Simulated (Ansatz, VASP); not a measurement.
BiIr in VASP and in Ansatz

```
CELL_PARAMETERS angstrom
0.00000 3.10784 3.10784
3.10784 0.00000 3.10784
3.10784 3.10784 0.00000
ATOMIC_POSITIONS crystal
Ir 0.00000 0.00000 0.00000
Bi 0.25000 0.25000 0.25000
```

Alike in both runs: task single point; functional PBE; k mesh 10 × 10 × 10; occupations gaussian, width 0.05 eV; no spin polarisation.

```csv
,VASP,Ansatz
version,VASP 6.6.1,Ansatz 0.2.0
potentials or method,"VASP PAW PBE potentials, release 64 (Ir, Bi_d), cutoff 500 eV","scalar-relativistic, plane waves, PAW"
valence electrons in the cell,24,32
```

VASP gave:

```
gap on the k mesh at the Fermi level (eV) : none
pressure (GPa)                            : -2.9
```

Question: What did Ansatz give for the same quantities?

Answer: gap on the k mesh at the Fermi level (eV): none; pressure (GPa): -3.0.

A gap of «none» marks a metal or a gap that the smearing closes. VASP's potentials hold 24 valence electrons a cell and Ansatz's 32, so a difference there can come from the potentials and not from the codes.

Spin-orbit coupling is off throughout.
